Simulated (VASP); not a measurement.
Wanted: the native input for a VASP 6.6.1 run.

```
Task                   : single point
Functional             : PBE
Potentials or basis    : VASP PAW PBE potentials, release 64 (Si)
Cutoff                 : 500 eV
k mesh                 : 8 × 8 × 8
Occupations            : gaussian, width 0.01 eV
Spin                   : no spin polarisation
Dipole correction      : no
Further INCAR settings : ALGO = Normal; EDIFF = 1e-06; NBANDS = 11
```

The structure of Si lies in POSCAR:

```
Si
1.0
    0.0000000000      2.7185000000      2.7185000000
    2.7185000000      0.0000000000      2.7185000000
    2.7185000000      2.7185000000      0.0000000000
Si
2
Direct
    0.0000000000      0.0000000000      0.0000000000
    0.2500000000      0.2500000000      0.2500000000
```

The input as run:

INCAR

```
PREC     = Accurate       # precision mode
ENCUT    = 500            # plane-wave cutoff, eV
EDIFF    = 1E-6           # SCF threshold, eV
ISMEAR   = 0              # smearing method
SIGMA    = 0.01           # smearing width, eV
LREAL    = False          # projectors in reciprocal space
LASPH    = True           # aspherical terms in the spheres
NELM     = 120            # most SCF steps
ALGO     = Normal         # electronic algorithm
ISIF     = 2              # what is computed and relaxed
LWAVE    = False          # write WAVECAR
LCHARG   = False          # write CHGCAR
GGA      = PE             # functional
NBANDS   = 11             # bands
GGA_COMPAT= False
```

KPOINTS

```
Automatic mesh
0
Gamma
  8 8 8
```

Potentials or basis: VASP PAW PBE potentials, release 64 (Si).

Launch:

```bash
$ cat potpaw_PBE.64/Si/POTCAR > POTCAR
$ mpirun -np 1 vasp_std > vasp.out
```

It gave:

```
Pressure               : 1.6 GPa
Band gap on the k mesh : 0.62 eV, indirect (least direct gap 2.56 eV)
```

Run time: 17 s on 1 thread of Intel Xeon 8259CL (shared host), peak memory 0.15 GiB.
